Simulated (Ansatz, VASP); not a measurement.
**Ge8Mo3W in VASP and in Ansatz**

Contents of INCAR:

```
PREC = Accurate
ENCUT = 600
EDIFF = 1E-6
ISMEAR = 0
SIGMA = 0.1
LREAL = F
LASPH = T
NELM = 80
ALGO = Fast
ISIF = 3
LWAVE = F
LCHARG = F
GGA = PE
IBRION = 2
NSW = 90
EDIFFG = -0.04
```

The input KPOINTS:

```
Automatic mesh
0
Gamma
  4 4 2
```

File POSCAR:

```
Ge8Mo3W
1.0
    2.5282531600     -4.4112071300      0.0000000000
    2.5282531600      4.4112071300      0.0000000000
    0.0000000000      0.0000000000     10.1130126500
Ge Mo W
8 3 1
Direct
    0.6667000100      0.3332999900      0.7500000000
    0.1667000100      0.8332999900      0.5000000000
    0.6667000100      0.3332999900      0.2500000000
    0.1667000100      0.8332999900      0.0000000000
    0.3332999900      0.6667000100      0.7500000000
    0.8332999900      0.1667000100      0.5000000000
    0.3332999900      0.6667000100      0.2500000000
    0.8332999900      0.1667000100      0.0000000000
    0.0000000000      0.0000000000      0.7500000000
    0.0000000000      0.0000000000      0.2500000000
    0.5000000000      0.5000000000      0.0000000000
    0.5000000000      0.5000000000      0.5000000000
```

Input for Ansatz:

```yaml
crystal:
  lattice:
    - [2.52825316, -4.41120713, 0.0]
    - [2.52825316, 4.41120713, 0.0]
    - [0.0, 0.0, 10.11301265]
  atoms:
    - { symbol: Ge, position: [0.66670001, 0.33329999, 0.75] }
    - { symbol: Ge, position: [0.16670001, 0.83329999, 0.5] }
    - { symbol: Ge, position: [0.66670001, 0.33329999, 0.25] }
    - { symbol: Ge, position: [0.16670001, 0.83329999, 0.0] }
    - { symbol: Ge, position: [0.33329999, 0.66670001, 0.75] }
    - { symbol: Ge, position: [0.83329999, 0.16670001, 0.5] }
    - { symbol: Ge, position: [0.33329999, 0.66670001, 0.25] }
    - { symbol: Ge, position: [0.83329999, 0.16670001, 0.0] }
    - { symbol: Mo, position: [0.0, 0.0, 0.75] }
    - { symbol: Mo, position: [0.0, 0.0, 0.25] }
    - { symbol: Mo, position: [0.5, 0.5, 0.0] }
    - { symbol: W, position: [0.5, 0.5, 0.5] }
basis:
  ecutwfc: 420
kpoints:
  mp_grid: { grid: [4, 4, 2] }
hamiltonian:
  xc: pbe
scf:
  occupations: { method: gaussian, width: 0.1 }
  lower_state_search: "off"
output:
  forces: true
  stress: true
  eigenvalues: true
relax:
  adjacent_minimum: "off"
  f_tol: 0.04
  max_steps: 70
  cell: { stress_tol: 0.4 }
```

Alike in both runs: task relaxation of cell and atoms; functional PBE; k mesh 4 × 4 × 2; occupations gaussian, width 0.1 eV; no spin polarisation.

|  | VASP | Ansatz |
| --- | --- | --- |
| version | VASP 6.6.1 | Ansatz 0.2.0 |
| potentials or method | VASP PAW PBE potentials, release 64 (Ge_d, Mo_sv, W_sv), cutoff 600 eV | scalar-relativistic, plane waves, PAW |
| valence electrons in the cell | 168 | 168 |

```tsv
	VASP	Ansatz	Ansatz less VASP
gap on the k mesh at the Fermi level, each at its own relaxed structure (eV)	none	none	-
relaxed volume (Å³/atom)	15.41	15.39	-0.023
relaxed length of the cell vector where the two differ most in proportion (Å)	9.453	9.447	-0.0060
```

A gap of «none» marks a metal or a gap that the smearing closes.

Neither program's run includes spin-orbit coupling. Noted on VASP's run: the volume moved by over 15 % at a fixed basis, so the end points are rough.
